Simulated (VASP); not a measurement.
H6CO, 32 atoms in the cell. The cell holds a disordered packing, 32 atoms: a = 7.192 Å, b = 7.192 Å, c = 7.192 Å, α = 90.00°, β = 90.00°, γ = 90.00°. 

| Quantity | Value |
| --- | --- |
| Program | VASP 6.6.1 |
| Task | single point |
| Functional | r2SCAN |
| Potentials or basis | VASP PAW PBE potentials, release 64 (O, H, C) |
| Cutoff | 580 eV |
| k mesh | 1 × 1 × 1 |
| Occupations | fermi-dirac, width 0.02 eV |
| Spin | no spin polarisation |
| Dipole correction | no |
| Further INCAR settings | LREAL = Auto; ALGO = Normal; EDIFF = 1e-06; NBANDS = 54 |

Potentials or basis: VASP PAW PBE potentials, release 64 (O, H, C).

Command:

```sh
$ cat potpaw_PBE.64/O/POTCAR potpaw_PBE.64/H/POTCAR potpaw_PBE.64/C/POTCAR > POTCAR
$ cp INCAR.step1 INCAR
$ mpirun -np 1 vasp_gam > vasp.out
$ cp INCAR.step2 INCAR
$ mpirun -np 1 vasp_gam > vasp.out
```

Hardware: 1 thread of AMD EPYC 7R43 64-Core Processor (Zen 3) (shared host).

**Question.** How long does it take, and how much memory?

**Answer.** Wall time 2.9 min on 1 thread of AMD EPYC 7R43 64-Core Processor (Zen 3) (shared host), peak memory 0.41 GiB. Counts: k points 1.
